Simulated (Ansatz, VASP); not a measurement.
# Two plane-wave programs on Ir

```
Ir
1.0
     5.47394    0.00000    0.00000
     0.00000    5.47394    0.00000
     0.00000    0.00000   26.49619
Ir
16
Direct
  0.25000 0.25000 0.30193
  0.25000 0.75000 0.30193
  0.75000 0.25000 0.30193
  0.75000 0.75000 0.30193
  0.50000 0.50000 0.37497
  0.50000 0.00000 0.37497
  0.00000 0.50000 0.37497
  0.00000 0.00000 0.37497
  0.75032 0.75057 0.44843
  0.75105 0.24870 0.44853
  0.24819 0.75155 0.44852
  0.24770 0.24868 0.44851
  0.00441 0.00086 0.52080
  0.00093 0.50002 0.51711
  0.50048 0.00002 0.51732
  0.50124 0.50023 0.51805
```

Alike in both runs: task single point; functional PBE; k mesh 4 × 4 × 1; occupations gaussian, width 0.1 eV; no spin polarisation.

|  | VASP | Ansatz |
| --- | --- | --- |
| version | VASP 6.6.1 | Ansatz 0.2.0 |
| potentials or method | VASP PAW PBE potentials, release 64 (Ir), cutoff 520 eV | scalar-relativistic, plane waves, PAW |
| valence electrons in the cell | 144 | 272 |

Ansatz gave:

* gap on the k mesh at the Fermi level (eV): none
* rms of the force components (eV/Å): 0.379
* work function, face that differs most (eV): 5.59

Problem. What did VASP give for the same quantities?

Solution. gap on the k mesh at the Fermi level (eV): none; rms of the force components (eV/Å): 0.372; work function, face that differs most (eV): 5.59.

Atom by atom the forces differ by 0.017 eV/Å (rms over components). A gap of «none» marks a metal or a gap that the smearing closes. With one functional, cell and mesh, what is left measures potentials, basis and numerics. VASP's potentials hold 144 valence electrons a cell and Ansatz's 272, so a difference there can come from the potentials and not from the codes.

Neither program's run includes spin-orbit coupling.
